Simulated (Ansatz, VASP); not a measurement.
# AlO4: VASP beside Ansatz

```
CELL_PARAMETERS angstrom
4.09922 0.00000 0.00000
-2.04961 3.55003 0.00000
0.00000 0.00000 3.61260
ATOMIC_POSITIONS crystal
Al 0.00000 0.00000 0.50000
O 0.50000 0.00000 0.50000
O 0.00000 0.50000 0.50000
O 0.50000 0.50000 0.50000
O 0.00000 0.00000 0.00000
```

Alike in both runs: functional PBE; k mesh 6 × 6 × 6; occupations gaussian, width 0.1 eV; collinear spin.

Ansatz relaxed the structure, and its values are those at the end. VASP's run is a single point on that final structure, the one shown.

|  | VASP | Ansatz |
| --- | --- | --- |
| version | VASP 6.6.1 | Ansatz 0.2.0 |
| potentials or method | VASP PAW PBE potentials, release 64 (Al, O), cutoff 520 eV | scalar-relativistic, plane waves, PAW |
| valence electrons in the cell | 27 | 27 |

Ansatz gave:

| Item | Value |
| --- | --- |
| gap on the k mesh at the Fermi level (eV) | none |
| pressure (GPa) | -0.2 |
| net moment per atom (μB) | 0.38 |
| size of the moment on the site where the two differ most (μB) | 0.35 |

**Question.** Which values does VASP return?

**Answer.** gap on the k mesh at the Fermi level (eV): none; pressure (GPa): 0.1; net moment per atom (μB): 0.39; size of the moment on the site where the two differ most (μB): 0.34.

Site moments also hang on the region over which each program counts them. A gap of «none» marks a metal or a gap that the smearing closes.
